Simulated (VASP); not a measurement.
Crystal: CoW3.

```xyz
4
Lattice="3.8430 0.0000 0.0000 0.0000 3.8430 0.0000 0.0000 0.0000 3.8430" Properties=species:S:1:pos:R:3 pbc="T T T"
Co    0.0000    0.0000    0.0000
W     0.0000    1.9215    1.9215
W     1.9215    0.0000    1.9215
W     1.9215    1.9215    0.0000
```

- Program: VASP 6.6.1
- Task: relaxation of cell and atoms
- Functional: PBE
- Potentials or basis: VASP PAW PBE potentials, release 64 (Co, W_sv)
- Cutoff: 600 eV
- k mesh: 4 × 4 × 4
- Occupations: gaussian, width 0.1 eV
- Spin: collinear spin, ferromagnetic start
- Starting moments: [0.32, 0.0, 0.0, 0.0] μB

At the start: pressure 14.2 GPa; volume 14.19 Å³/atom.

**Question.** Where does the relaxation end?

**Answer.** Over 4 steps the energy falls by 56.7 meV/atom and the volume is 14.85 Å³/atom (+4.6 %); space group Pm-3m (No. 221, to 0.1 Å) before and after; moment 0.50 μB per cell.

Step by step:
| step | energy change (eV) | largest force (eV/Å) | pressure (GPa) | volume (Å³) |
| --- | --- | --- | --- | --- |
| 1 | 0.0000 | 0.0000 | 14.21 | 56.76 |
| 2 | 0.5716 | 0.0000 | -26.92 | 67.74 |
| 3 | -0.2200 | 0.0000 | -3.16 | 60.02 |
| 4 | -0.2267 | 0.0000 | -0.20 | 59.39 |

Final structure:
```
Co W
1.0
     3.90150    0.00000    0.00000
     0.00000    3.90150    0.00000
     0.00000    0.00000    3.90150
Co W
1 3
Direct
  0.00000 0.00000 0.00000
  0.00000 0.50000 0.50000
  0.50000 0.00000 0.50000
  0.50000 0.50000 0.00000
```

Caveat: the k points lie up to 0.40 Å⁻¹ apart in the final cell.
